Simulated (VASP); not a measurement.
# Ge (Fd-3m) in VASP: notebook

The runs below take Ge through single point, with PBE.

Everything below comes from runs of VASP 6.6.1. Logs are shortened: lines on timing, memory, paths and dates and some standing lists are left out, and cuts for length are marked.

**Measured values to compare with.**

From “Electronic and optical properties of SixGe1-x-ySny alloys lattice-matched to Ge”, 2021, arxiv:2109.02782, for a bulk crystal of Ge at 293 K: band gap 0.666 eV (indirect).

The runs below are set against these values where they give the same quantity.

## 1. The cell of the first run

It takes space group Fd-3m (No. 227, cubic). Conventional cell: a = 5.796 Å, b = 5.796 Å, c = 5.796 Å, α = 90.00°, β = 90.00°, γ = 90.00°. Ge (site symmetry -43m) has 4 Ge at 2.51 Å within 3.3 Å.

## 2. Single point, PBE

INCAR reads:

```
  PREC = Accurate
  ENCUT = 520
  EDIFF = 1E-6
  ISMEAR = -1
  SIGMA = 0.05
  LREAL = F
  LASPH = T
  NELM = 80
  ALGO = Normal
  ISIF = 2
  LWAVE = F
  LCHARG = F
  GGA = PE
  NBANDS = 21
```

KPOINTS reads:

```
Automatic mesh
0
Gamma
  6 6 6
```

POSCAR reads:

```
Ge
1.0
    0.0000000000      2.8979348588      2.8979348588
    2.8979348588      0.0000000000      2.8979348588
    2.8979348588      2.8979348588      0.0000000000
Ge
2
Direct
    0.0000000000      0.0000000000      0.0000000000
    0.2500000000      0.2500000000      0.2500000000
```

Potentials or basis: VASP PAW PBE potentials, release 64 (Ge_d).

Run with:

```
cat potpaw_PBE.64/Ge_d/POTCAR > POTCAR
mpirun -np 1 vasp_std > vasp.out
```

OUTCAR:

```text
PREC = Accurate
   ENCUT = 520
   EDIFF = 1E-6
   ISMEAR = -1
   LREAL = F
   LASPH = T
   NELM = 80
   ISIF = 2
   GGA = PE

 ion  position               nearest neighbor table
   1  0.000  0.000  0.000-   2 2.51   2 2.51   2 2.51   2 2.51
   2  0.250  0.250  0.250-   1 2.51   1 2.51   1 2.51   1 2.51

  LATTYP: Found a face centered cubic cell.
 ALAT       =     5.7958697176

  Lattice vectors:

 A1 = (   0.0000000000,   2.8979348588,   2.8979348588)
 A2 = (   2.8979348588,   0.0000000000,   2.8979348588)
 A3 = (   2.8979348588,   2.8979348588,   0.0000000000)

Analysis of symmetry for initial positions (statically):
=====================================================================
 Subroutine PRICEL returns:
 Original cell was already a primitive cell.

 Routine SETGRP: Setting up the symmetry group for a
 face centered cubic supercell.

 Subroutine GETGRP returns: Found 48 space group operations
 (whereof 24 operations were pure point group operations)
 out of a pool of 48 trial point group operations.

The static configuration has the point symmetry T_d .
 The point group associated with its full space group is O_h .

Analysis of symmetry for dynamics (positions and initial velocities):
=====================================================================
 Subroutine PRICEL returns:
 Original cell was already a primitive cell.

 Routine SETGRP: Setting up the symmetry group for a
 face centered cubic supercell.

 Subroutine GETGRP returns: Found 48 space group operations
 (whereof 24 operations were pure point group operations)
 out of a pool of 48 trial point group operations.

The dynamic configuration has the point symmetry T_d .
 The point group associated with its full space group is O_h .

 Subroutine INISYM returns: Found 48 space group operations
 (whereof 24 operations are pure point group operations),
 and found     1 'primitive' translations

----------------------------------------------------------------------------------------

                                     Primitive cell

  volume of cell :      48.6739

  direct lattice vectors                    reciprocal lattice vectors
     0.000000000  2.897934859  2.897934859    -0.172536660  0.172536660  0.172536660
     2.897934859  0.000000000  2.897934859     0.172536660 -0.172536660  0.172536660
[... 69 lines left out ...]
   ICHARG =      2    charge: 1-file 2-atom 10-const
   ISPIN  =      1    spin polarized calculation?
   LNONCOLLINEAR =      F non collinear calculations
   LSORBIT =      F    spin-orbit coupling
   LASPH  =      T    aspherical Exc in radial PAW
   ENCUT  =  520.0 eV  38.22 Ry    6.18 a.u.   7.62  7.62  7.62*2*pi/ulx,y,z
   NELM   =     80;   NELMIN=  2; NELMDL= -5     # of ELM steps
   EDIFF  = 0.1E-05   stopping-criterion for ELM
   LREAL  =      F    real-space projection
   EDIFFG = 0.1E-04   stopping-criterion for IOM
   NSW    =      0    number of steps for IOM
   IBRION =     -1    ionic relax: 0-MD 1-quasi-New 2-CG
   NFREE  =      0    steps in history (QN), initial steepest desc. (CG)
   ISIF   =      2    stress and relaxation
   ISYM   =      2    0-nonsym 1-usesym 2-fastsym
   POTIM  = 0.5000    time-step for ionic-motion
   TEBEG  =    0.0;   TEEND  =   0.0 temperature during run
   PSTRESS=    0.0 pullay stress
   NELECT =      28.0000    total number of electrons
   NUPDOWN=      -1.0000    fix difference up-down
   EMIN   =  10.00;   EMAX   =-10.00  energy-range for DOS
   EFERMI =   0.00;   METHOD = LEGACY
   ISMEAR =    -1;   SIGMA  =   0.05  broadening in eV -4-tet -1-fermi 0-gaus
   EFERMI_NEDOS =   21; number of points for ismear=-14 and -15
   IALGO  =     38    algorithm
   IMIX   =      4    mixing-type and parameters
     AMIX     =   0.40;   BMIX     =  1.00
     AMIX_MAG =   1.60;   BMIX_MAG =  1.00
  volume/ion in A,a.u.               =      24.34       164.23
  Fermi-wavevector in a.u.,A,eV,Ry     =   1.361535  2.572929 25.222184  1.853778
  Thomas-Fermi vector in A             =   2.488103
   LORBIT       =      0    0 simple, 1 ext, 2 COOP (PROOUT), +10 PAW based schemes
   GGA     = PE    functional components
   LHFCALC =     F    Hartree Fock is set to
   AEXX    =    0.0000 exact exchange contribution
   IVDW    =     0    specifies the selected vdW correction
   LEPSILON=     F    determine dielectric tensor
   LRPA    =     F    only Hartree local field effects (RPA)
 non-spin polarized calculation
  energy-cutoff  :      520.00
  volume of cell :       48.67
 maximum number of plane-waves:      1363
   NGX = 15   NGY = 15   NGZ = 15

 number of electron      27.9999969 magnetization

 Free energy of the ion-electron system (eV)
  ---------------------------------------------------
  ext. energy  EPLUGINS =         0.00000000
  ---------------------------------------------------
  free energy    TOTEN  =        -8.99256273 eV

  energy without entropy =       -8.99050882  energy(sigma->0) =       -8.99153578

 E-fermi :   4.2584     XC(G=0):  -9.5801

 val. band max:        3.8458088936   @ k =   0.1667   0.0000   0.0000
 cond. band min:       4.2952818662   @ k =   0.5000   0.0000   0.0000
 fundamental gap:      0.4494729726
 Fermi energy:         4.2584120625

 k-point     1 :       0.0000    0.0000    0.0000
  band No.  band energies     occupation
      1     -20.4007      2.00000
      2     -20.4007      2.00000
      3     -20.4007      2.00000
      4     -20.3700      2.00000
      5     -20.3700      2.00000
      6     -20.1954      2.00000
[... 373 lines left out ...]
     20      14.8068      0.00000
     21      16.7716      0.00000

------------------------ aborting loop because EDIFF is reached ----------------------------------------

  FORCE on cell =-STRESS in cart. coord.  units (eV):
  Direction    XX          YY          ZZ          XY          YZ          ZX
  --------------------------------------------------------------------------------------
  -------------------------------------------------------------------------------------
  Total       -0.2782873     -0.2782873     -0.2782873      0.0000000      0.0000000     -0.0000000
  in kB       -9.1602667     -9.1602667     -9.1602667      0.0000000      0.0000000     -0.0000000
  external PRESSURE =      -9.1602667 kB  Pullay stress =       0.0000000 kB

 VOLUME and BASIS-vectors are now :
 -----------------------------------------------------------------------------
  energy-cutoff  :      520.00
  volume of cell :       48.67
      direct lattice vectors                 reciprocal lattice vectors
     0.000000000  2.897934859  2.897934859    -0.172536660  0.172536660  0.172536660
     2.897934859  0.000000000  2.897934859     0.172536660 -0.172536660  0.172536660
     2.897934859  2.897934859  0.000000000     0.172536660  0.172536660 -0.172536660

 POSITION                                       TOTAL-FORCE (eV/Angst)
 -----------------------------------------------------------------------------------
      0.00000      0.00000      0.00000        -0.000000     -0.000000     -0.000000
      1.44897      1.44897      1.44897         0.000000      0.000000      0.000000
 -----------------------------------------------------------------------------------
    total drift:                                0.000000      0.000000      0.000000

  FREE ENERGIE OF THE ION-ELECTRON SYSTEM (eV)
  ---------------------------------------------------
  free  energy   TOTEN  =        -8.9925627324 eV

  energy  without entropy=       -8.9905088194  energy(sigma->0) =       -8.99153578
```

It took 16 s on 1 thread of Intel Xeon Platinum 8259CL at 2.50GHz (Skylake/Cascade Lake), shared host; peak memory 0.16 GiB.

What came out:

```
Free energy            : -8.9926 eV
Pressure               : -0.9 GPa
Band gap on the k mesh : zero (band 14 reaches 4.32 eV, above the bottom of band 15 at 4.30 eV)
```

Levels at points of the mesh, in eV from the Fermi level:
```csv
k point,band 11,band 12,band 13,band 14,band 15,band 16,band 17,band 18
"(0.00, 0.00, 0.00)",-12.18,-0.54,0.06,0.06,0.06,2.58,2.58,2.58
"(0.50, 0.00, 0.00)",-10.26,-7.22,-1.23,-1.23,0.04,3.76,3.76,7.15
"(0.50, 0.50, 0.00)",-8.56,-8.56,-2.77,-2.77,0.90,0.90,8.99,8.99
```

## 3. Single point, PBE

This run uses another cell than the first one, of 24.90 Å³/atom, 1.023 times its volume.

INCAR reads:

```
SYSTEM = Ge
PREC     = Accurate       ! precision mode
ENCUT    = 520            ! plane-wave cutoff, eV
EDIFF    = 1E-6           ! SCF threshold, eV
ISMEAR   = -1             ! smearing method
SIGMA    = 0.05           ! smearing width, eV
LREAL    = .False.        ! projectors in reciprocal space
LASPH    = .True.         ! aspherical terms in the spheres
NELM     = 80             ! most SCF steps
ALGO     = Normal         ! electronic algorithm
ISIF     = 2              ! what is computed and relaxed
LWAVE    = .False.        ! write WAVECAR
LCHARG   = .False.        ! write CHGCAR
GGA      = PE             ! functional
NBANDS   = 21             ! bands
```

KPOINTS reads:

```
Automatic mesh
0
Gamma
  6 6 6
  0 0 0
```

POSCAR reads:

```
Ge
1.0
    0.0000000000      2.9202275414      2.9202275414
    2.9202275414      0.0000000000      2.9202275414
    2.9202275414      2.9202275414      0.0000000000
Ge
2
Direct
    0.0000000000      0.0000000000      0.0000000000
    0.2500000000      0.2500000000      0.2500000000
```

Potentials or basis: VASP PAW PBE potentials, release 64 (Ge_d).

Run with:

```
cat potpaw_PBE.64/Ge_d/POTCAR > POTCAR
mpirun -np 1 vasp_std > vasp.out
```

Wall time 15 s (1 thread of Intel Xeon Platinum 8259CL at 2.50GHz (Skylake/Cascade Lake), shared host); peak memory 0.17 GiB.

Results (log left out):

```
Free energy            : -8.9821 eV
Pressure               : -2.1 GPa
Band gap on the k mesh : zero (band 14 reaches 4.12 eV, above the bottom of band 15 at 4.03 eV)
```

Levels at points of the mesh, in eV from the Fermi level:
```
           k point  band 11  band 12  band 13  band 14  band 15  band 16  band 17  band 18
(0.00, 0.00, 0.00)   -11.98    -0.70     0.11     0.11     0.11     2.61     2.61     2.61
(0.50, 0.00, 0.00)   -10.11    -7.09    -1.16    -1.16     0.02     3.79     3.79     7.17
(0.50, 0.50, 0.00)    -8.44    -8.44    -2.65    -2.65     0.97     0.97     8.85     8.85
```

## 4. Comparison with measurements

Step 2. Measured gap of Ge: 0.666 eV (indirect; 293 K; “Electronic and optical properties of SixGe1-x-ySny alloys lattice-matched to Ge”, 2021, arxiv:2109.02782). This calculation gives 0.00 eV (-0.67 eV). 3 values of this kind are on record (0.666 to 0.807 eV); this one was drawn at random among those near their median. Spin-orbit coupling on Ge is left out. The value is that of PBE on a finite k mesh, which can miss the band edges, without temperature or zero-point motion. Semilocal functionals fall short of measured gaps as a rule.

Step 3. Measured gap of Ge: 0.666 eV (indirect; 293 K; “Electronic and optical properties of SixGe1-x-ySny alloys lattice-matched to Ge”, 2021, arxiv:2109.02782). This calculation gives 0.00 eV (-0.67 eV). 3 values of this kind are on record (0.666 to 0.807 eV); this one was drawn at random among those near their median. Spin-orbit coupling on Ge is left out. The value is that of PBE on a finite k mesh, which can miss the band edges, without temperature or zero-point motion. Semilocal functionals fall short of measured gaps as a rule.
